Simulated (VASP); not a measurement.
# B15P16 (a cell with a defect) in VASP: relaxation of the atoms with PBE

Aim: the relaxation of the atoms of B15P16 (a cell with a defect) with PBE.

Program: VASP 6.6.1. These are calculated values, not measurements. Logs are shortened: lines on timing, memory, paths and dates and some standing lists are left out, and cuts for length are marked.

## (1) The cell of the first run

The cell holds a defect, 31 atoms: a = 7.878 Å, b = 7.878 Å, c = 7.878 Å, α = 109.47°, β = 109.47°, γ = 109.47°.

## (2) Relaxation of the atoms, PBE (atoms taken out)

Input file INCAR:

```
SYSTEM = B15P16
PREC = Accurate
ENCUT = 520
EDIFF = 1E-7
ISMEAR = 0
SIGMA = 0.01
LREAL = Auto
LASPH = .TRUE.
NELM = 100
ALGO = Normal
ISIF = 2
LWAVE = .FALSE.
LCHARG = .FALSE.
GGA = PE
IBRION = 2
NSW = 65
EDIFFG = -0.025
NELECT = 126.0
```

Input file KPOINTS:

```
Automatic mesh
0
Gamma
  2 2 2
  0.5 0.5 0.5
```

Input file POSCAR:

```
B15P16
1.0
   -4.5481927936      4.5481927936     -4.5481927936
    4.5481927936     -4.5481927936     -4.5481927936
   -4.5481927936     -4.5481927936      4.5481927936
B P
15 16
Direct
    0.7509107773      0.2500000000      1.0006761634
    0.5000000000      0.2500000000      0.2500000000
    0.2506761634      0.0009107773      0.7500000000
    0.2506761634      0.2500000000      0.5009107773
    1.0000000000      1.0009107773      1.0006761634
    0.7493238366     -0.0006761634      0.2502346139
    0.5000000000      0.7500000000      0.7500000000
    0.5002346139     -0.0006761634      0.4993238366
    0.2490892227      0.7497653861      0.9990892227
    0.0000000000      0.7500000000      0.2500000000
    0.7509107773      0.5006761634      0.7500000000
    0.7493238366      0.7502346139      0.4993238366
    0.4997653861      0.4990892227      0.9990892227
    0.2490892227      0.4990892227      0.2497653861
    0.0000000000      0.5006761634      0.5009107773
    0.0000000000      0.5010748756      0.7500000000
    0.7505994990      0.5000485594      0.0000485594
    0.4994490604      0.4994005010      0.2494490604
    0.2510748756      0.2500000000      0.7500000000
    0.2500485594      0.5000485594      0.5005994990
    0.0000000000      0.2500000000      0.0010748756
    0.7499514406      0.2500000000      0.2505509396
    0.5005509396     -0.0000485594      0.7500000000
    0.5005509396      0.2500000000      0.4999514406
    0.2500485594      0.0005994990      0.0000485594
    0.0000000000     -0.0000485594      0.2505509396
    0.7499514406      0.7505509396      0.7500000000
    0.7489251244     -0.0010748756      0.4989251244
    0.4994490604      0.7494490604     -0.0005994990
    0.2494005010      0.7494490604      0.2494490604
    0.0000000000      0.7505509396      0.4999514406
```

Potentials or basis: VASP PAW PBE potentials, release 64 (B, P).

Command:

```
cat potpaw_PBE.64/B/POTCAR potpaw_PBE.64/P/POTCAR > POTCAR
mpirun -np 1 vasp_std > vasp.out
```

OUTCAR:

```text
SYSTEM = B15P16
   PREC = Accurate
   ENCUT = 520
   EDIFF = 1E-7
   ISMEAR = 0
   LREAL = Auto
   LASPH = .TRUE.
   NELM = 100
   ISIF = 2
   GGA = PE
   IBRION = 2
   NSW = 65
   EDIFFG = -0.025
   NELECT = 126.0

 ion  position               nearest neighbor table
   1  0.751  0.250  0.001-  21 1.96  22 1.97  17 1.97  23 1.97
   2  0.500  0.250  0.250-  18 1.97  25 1.97  24 1.97  22 1.97
   3  0.251  0.001  0.750-  19 1.96  23 1.97  25 1.97  31 1.97
   4  0.251  0.250  0.501-  19 1.96  24 1.97  20 1.97  26 1.97
   5  0.000  0.001  0.001-  21 1.96  26 1.97  25 1.97  27 1.97
   6  0.749  0.999  0.250-  28 1.96  29 1.97  22 1.97  26 1.97
   7  0.500  0.750  0.750-  29 1.97  20 1.97  27 1.97  23 1.97
   8  0.500  0.999  0.499-  28 1.96  30 1.97  23 1.97  24 1.97
   9  0.249  0.750  0.999-  16 1.96  25 1.97  29 1.97  30 1.97
  10  0.000  0.750  0.250-  30 1.97  17 1.97  26 1.97  31 1.97
  11  0.751  0.501  0.750-  16 1.96  27 1.97  17 1.97  24 1.97
  12  0.749  0.750  0.499-  28 1.96  18 1.97  27 1.97  31 1.97
  13  0.500  0.499  0.999-  19 1.96  17 1.97  18 1.97  29 1.97
  14  0.249  0.499  0.250-  21 1.96  20 1.97  18 1.97  30 1.97
  15  0.000  0.501  0.501-  16 1.96  31 1.97  20 1.97  22 1.97
  16  0.000  0.501  0.750-   9 1.96  11 1.96  15 1.96
  17  0.751  0.500  0.000-  10 1.97  13 1.97  11 1.97   1 1.97
  18  0.499  0.499  0.249-   2 1.97  12 1.97  13 1.97  14 1.97
  19  0.251  0.250  0.750-   3 1.96   4 1.96  13 1.96
  20  0.250  0.500  0.501-   7 1.97  14 1.97   4 1.97  15 1.97
  21  0.000  0.250  0.001-   1 1.96   5 1.96  14 1.96
  22  0.750  0.250  0.251-   2 1.97   1 1.97   6 1.97  15 1.97
  23  0.501  1.000  0.750-   7 1.97   3 1.97   1 1.97   8 1.97
  24  0.501  0.250  0.500-   2 1.97   4 1.97   8 1.97  11 1.97
  25  0.250  0.001  0.000-   2 1.97   9 1.97   5 1.97   3 1.97
  26  0.000  1.000  0.251-  10 1.97   5 1.97   6 1.97   4 1.97
  27  0.750  0.751  0.750-   7 1.97  11 1.97   5 1.97  12 1.97
  28  0.749  0.999  0.499-   6 1.96   8 1.96  12 1.96
  29  0.499  0.749  0.999-   7 1.97   6 1.97   9 1.97  13 1.97
  30  0.249  0.749  0.249-  10 1.97   8 1.97   9 1.97  14 1.97
  31  0.000  0.751  0.500-  10 1.97  15 1.97  12 1.97   3 1.97

  LATTYP: Found a body centered cubic cell.
 ALAT       =     9.0963855872

  Lattice vectors:

 A1 = (  -4.5481927936,   4.5481927936,  -4.5481927936)
 A2 = (   4.5481927936,  -4.5481927936,  -4.5481927936)
 A3 = (  -4.5481927936,  -4.5481927936,   4.5481927936)

Analysis of symmetry for initial positions (statically):
=====================================================================
 Subroutine PRICEL returns:
 Original cell was already a primitive cell.

 Routine SETGRP: Setting up the symmetry group for a
 body centered cubic supercell.

 Subroutine GETGRP returns: Found 24 space group operations
 (whereof  2 operations were pure point group operations)
 out of a pool of 48 trial point group operations.

The static configuration has the point symmetry C_1h.
 The point group associated with its full space group is T_d .

Analysis of symmetry for dynamics (positions and initial velocities):
=====================================================================
 Subroutine PRICEL returns:
 Original cell was already a primitive cell.

 Routine SETGRP: Setting up the symmetry group for a
 body centered cubic supercell.

 Subroutine GETGRP returns: Found 24 space group operations
 (whereof  2 operations were pure point group operations)
 out of a pool of 48 trial point group operations.

The dynamic configuration has the point symmetry C_1h.
 The point group associated with its full space group is T_d .

 Subroutine INISYM returns: Found 24 space group operations
 (whereof  2 operations are pure point group operations),
 and found     1 'primitive' translations

----------------------------------------------------------------------------------------

                                     Primitive cell

  volume of cell :     376.3367

  direct lattice vectors                    reciprocal lattice vectors
    -4.548192794  4.548192794 -4.548192794    -0.109933774  0.000000000 -0.109933774
     4.548192794 -4.548192794 -4.548192794     0.000000000 -0.109933774 -0.109933774
    -4.548192794 -4.548192794  4.548192794    -0.109933774 -0.109933774  0.000000000

  length of vectors
     7.877701001  7.877701001  7.877701001     0.155469835  0.155469835  0.155469835

  position of ions in fractional coordinates (direct lattice)
     0.750910777  0.250000000  0.000676163
     0.500000000  0.250000000  0.250000000
     0.250676163  0.000910777  0.750000000
     0.250676163  0.250000000  0.500910777
     0.000000000  0.000910777  0.000676163
     0.749323837  0.999323837  0.250234614
[... 23 lines left out ...]
     0.249400501  0.749449060  0.249449060
     0.000000000  0.750550940  0.499951441

[... 50 lines left out ...]
     0.077734917  0.077734917  0.077734917

  Shift w.r.t. Gamma in fractional coordinates (k-lattice)
     0.500000000  0.500000000  0.500000000

 Subroutine IBZKPT returns following result:
 ===========================================

 Found      2 irreducible k-points:

 Following reciprocal coordinates:
            Coordinates               Weight
  0.250000  0.250000  0.250000      2.000000
 -0.250000  0.250000  0.250000      6.000000
   k-points           NKPTS =      2   k-points in BZ     NKDIM =      2   number of bands    NBANDS=     79
   number of dos      NEDOS =    301   number of ions     NIONS =     31
   total plane-waves  NPLWV = 216000
   dimension x,y,z NGX =    60 NGY =   60 NGZ =   60
   dimension x,y,z NGXF=   120 NGYF=  120 NGZF=  120
   ions per type =              15  16
   NGX,Y,Z   is equivalent  to a cutoff of  12.66, 12.66, 12.66 a.u.
   NGXF,Y,Z  is equivalent  to a cutoff of  25.32, 25.32, 25.32 a.u.
 SYSTEM =  B15P16
   PREC   = accura    normal or accurate (medium, high low for compatibility)
   ISTART =      0    job   : 0-new  1-cont  2-samecut
   ICHARG =      2    charge: 1-file 2-atom 10-const
   ISPIN  =      1    spin polarized calculation?
   LNONCOLLINEAR =      F non collinear calculations
   LSORBIT =      F    spin-orbit coupling
   LASPH  =      T    aspherical Exc in radial PAW
   ENCUT  =  520.0 eV  38.22 Ry    6.18 a.u.  14.65 14.65 14.65*2*pi/ulx,y,z
   NELM   =    100;   NELMIN=  2; NELMDL= -5     # of ELM steps
   EDIFF  = 0.1E-06   stopping-criterion for ELM
   LREAL  =      T    real-space projection
   EDIFFG = -.3E-01   stopping-criterion for IOM
   NSW    =     65    number of steps for IOM
   IBRION =      2    ionic relax: 0-MD 1-quasi-New 2-CG
   NFREE  =      1    steps in history (QN), initial steepest desc. (CG)
   ISIF   =      2    stress and relaxation
   ISYM   =      2    0-nonsym 1-usesym 2-fastsym
   POTIM  = 0.5000    time-step for ionic-motion
   TEBEG  =    0.0;   TEEND  =   0.0 temperature during run
   PSTRESS=    0.0 pullay stress
   NELECT =     126.0000    total number of electrons
   NUPDOWN=      -1.0000    fix difference up-down
   EMIN   =  10.00;   EMAX   =-10.00  energy-range for DOS
   EFERMI =   0.00;   METHOD = LEGACY
   ISMEAR =     0;   SIGMA  =   0.01  broadening in eV -4-tet -1-fermi 0-gaus
   EFERMI_NEDOS =   21; number of points for ismear=-14 and -15
   IALGO  =     38    algorithm
   IMIX   =      4    mixing-type and parameters
     AMIX     =   0.40;   BMIX     =  1.00
     AMIX_MAG =   1.60;   BMIX_MAG =  1.00
  volume/ion in A,a.u.               =      12.14        81.92
  Fermi-wavevector in a.u.,A,eV,Ry     =   1.136771  2.148185 17.582092  1.292247
  Thomas-Fermi vector in A             =   2.273476
   LORBIT       =      0    0 simple, 1 ext, 2 COOP (PROOUT), +10 PAW based schemes
   GGA     = PE    functional components
   LHFCALC =     F    Hartree Fock is set to
   AEXX    =    0.0000 exact exchange contribution
   IVDW    =     0    specifies the selected vdW correction
   LEPSILON=     F    determine dielectric tensor
   LRPA    =     F    only Hartree local field effects (RPA)
 conjugate gradient relaxation of ions
 non-spin polarized calculation
 Gauss-broadening in eV      SIGMA  =   0.01
  energy-cutoff  :      520.00
  volume of cell :      376.34
 maximum number of plane-waves:     10168
 NGX is ok and might be reduce to    60
   NGX = 29   NGY = 29   NGZ = 29

--------------------------------------- Ionic step        1  -------------------------------------------

 number of electron     126.0000011 magnetization

 Free energy of the ion-electron system (eV)
  ---------------------------------------------------
  ext. energy  EPLUGINS =         0.00000000
  ---------------------------------------------------
  free energy    TOTEN  =      -188.48409262 eV

  energy without entropy =     -188.47879248  energy(sigma->0) =     -188.48144255

------------------------ aborting loop because EDIFF is reached ----------------------------------------

  FORCE on cell =-STRESS in cart. coord.  units (eV):
  Direction    XX          YY          ZZ          XY          YZ          ZX
  --------------------------------------------------------------------------------------
  -------------------------------------------------------------------------------------
  Total       10.8336650     10.8336650     10.8336650      0.0000000     -0.0000000      0.0000000
  in kB       46.1221341     46.1221341     46.1221341      0.0000000     -0.0000000      0.0000000
  external PRESSURE =      46.1221341 kB  Pullay stress =       0.0000000 kB
[... 182 lines left out ...]
--------------------------------------- Ionic step        4  -------------------------------------------

 number of electron     126.0000012 magnetization

 Free energy of the ion-electron system (eV)
  ---------------------------------------------------
  ext. energy  EPLUGINS =         0.00000000
  ---------------------------------------------------
  free energy    TOTEN  =      -188.48513165 eV

  energy without entropy =     -188.47983151  energy(sigma->0) =     -188.48248158

 E-fermi :   7.3242     XC(G=0): -10.8257

 val. band max:        7.3173184434   @ k =  -0.2500   0.2500   0.2500
 cond. band min:       7.5030183696   @ k =   0.2500   0.2500   0.2500
 fundamental gap:      0.1856999262
 Fermi energy:         7.3241591108

 k-point     1 :       0.2500    0.2500    0.2500
  band No.  band energies     occupation
      1      -7.2176      2.00000
      2      -7.2176      2.00000
      3      -7.2176      2.00000
      4      -6.7548      2.00000
      5      -4.6654      2.00000
      6      -4.6654      2.00000
[... 67 lines left out ...]
     74       9.9884      0.00000
     75       9.9884      0.00000

 k-point     2 :      -0.2500    0.2500    0.2500
  band No.  band energies     occupation
      1      -7.8503      2.00000
      2      -6.5568      2.00000
      3      -6.4404      2.00000
      4      -6.4404      2.00000
      5      -6.1564      2.00000
      6      -5.2749      2.00000
[... 67 lines left out ...]
     74      10.7816      0.00000
     75      10.7816      0.00000
 [bands above 75 left out]

------------------------ aborting loop because EDIFF is reached ----------------------------------------

  FORCE on cell =-STRESS in cart. coord.  units (eV):
  Direction    XX          YY          ZZ          XY          YZ          ZX
  --------------------------------------------------------------------------------------
  -------------------------------------------------------------------------------------
  Total       10.7077081     10.7077081     10.7077081      0.0000000      0.0000000     -0.0000000
  in kB       45.5858982     45.5858982     45.5858982      0.0000000      0.0000000     -0.0000000
  external PRESSURE =      45.5858982 kB  Pullay stress =       0.0000000 kB
[... 46 lines left out ...]
  FREE ENERGIE OF THE ION-ELECTRON SYSTEM (eV)
  ---------------------------------------------------
  free  energy   TOTEN  =      -188.4851316506 eV

  energy  without entropy=     -188.4798315117  energy(sigma->0) =     -188.48248158

 reached required accuracy - stopping structural energy minimisation
```

It took 3.4 min on 1 thread of Intel Xeon Platinum 8488C (Sapphire Rapids), shared host; peak memory 0.5 GiB.

Results:

| Quantity | Value |
| --- | --- |
| Free energy | -188.4851 eV |
| Energy gained by relaxing | 0.0 meV/atom |
| Ionic steps | 4 |
| Largest force after relaxing | 0.010 eV/Å |

Forces on the atoms (eV/Å):
```
B   -0.002  0.007 -0.007
B    0.000  0.000  0.000
B    0.007 -0.007 -0.002
B   -0.002 -0.007  0.007
B    0.007 -0.002 -0.007
B   -0.007 -0.007  0.002
B    0.000  0.000  0.000
B   -0.007  0.002 -0.007
B    0.002  0.007  0.007
B    0.000  0.000  0.000
B   -0.007  0.007 -0.002
B    0.002 -0.007 -0.007
B    0.007  0.002  0.007
B    0.007  0.007  0.002
B   -0.007 -0.002  0.007
P   -0.005  0.005  0.005
P    0.003 -0.001  0.003
P   -0.001 -0.003 -0.003
P    0.005 -0.005  0.005
P    0.003  0.003 -0.001
P    0.005  0.005 -0.005
P    0.001  0.003 -0.003
P    0.003 -0.003  0.001
P    0.001 -0.003  0.003
P   -0.001  0.003  0.003
P    0.003  0.001 -0.003
P   -0.003  0.003  0.001
P   -0.005 -0.005 -0.005
P   -0.003 -0.003 -0.001
P   -0.003 -0.001 -0.003
P   -0.003  0.001  0.003
```

Step by step:
```tsv
step	energy change (eV)	largest force (eV/Å)	pressure (GPa)
1	0.0000	0.0646	4.61
2	-0.0008	0.0279	4.58
3	-0.0008	0.0276	4.58
4	-0.0010	0.0103	4.56
```

Final structure:
```
B P
1.0
    -4.54819    4.54819   -4.54819
     4.54819   -4.54819   -4.54819
    -4.54819   -4.54819    4.54819
B P
15 16
Direct
  0.75081 0.25000 0.00082
  0.50000 0.25000 0.25000
  0.25082 0.00081 0.75000
  0.25082 0.25000 0.50081
  0.00000 0.00081 0.00082
  0.74918 0.99918 0.24999
  0.50000 0.75000 0.75000
  0.49999 0.99918 0.49918
  0.24919 0.75001 0.99919
  0.00000 0.75000 0.25000
  0.75081 0.50082 0.75000
  0.74918 0.74999 0.49918
  0.50001 0.49919 0.99919
  0.24919 0.49919 0.25001
  0.00000 0.50082 0.50081
  0.00000 0.50043 0.75000
  0.75055 0.50006 0.00006
  0.49951 0.49945 0.24951
  0.25043 0.25000 0.75000
  0.25006 0.50006 0.50055
  0.00000 0.25000 0.00043
  0.74994 0.25000 0.25049
  0.50049 0.99994 0.75000
  0.50049 0.25000 0.49994
  0.25006 0.00055 0.00006
  0.00000 0.99994 0.25049
  0.74994 0.75049 0.75000
  0.74957 0.99957 0.49957
  0.49951 0.74951 0.99945
  0.24945 0.74951 0.24951
  0.00000 0.75049 0.49994
```

Levels at points of the mesh, in eV from the Fermi level:
```csv
k point,band 58,band 59,band 60,band 61,band 62,band 63,band 64,band 65,band 66,band 67
"(0.25, 0.25, 0.25)",-1.36,-1.36,-1.36,-1.36,0.18,0.18,0.18,2.25,2.25,2.25
```

Caveat: the k points lie up to 0.49 Å⁻¹ apart; the cell carries a net charge on a neutralising background, which shifts energy and pressure; the cell differs from its parent crystal (atoms taken out); the cell is charged against a uniform background, so pressure and absolute levels hang on convention.
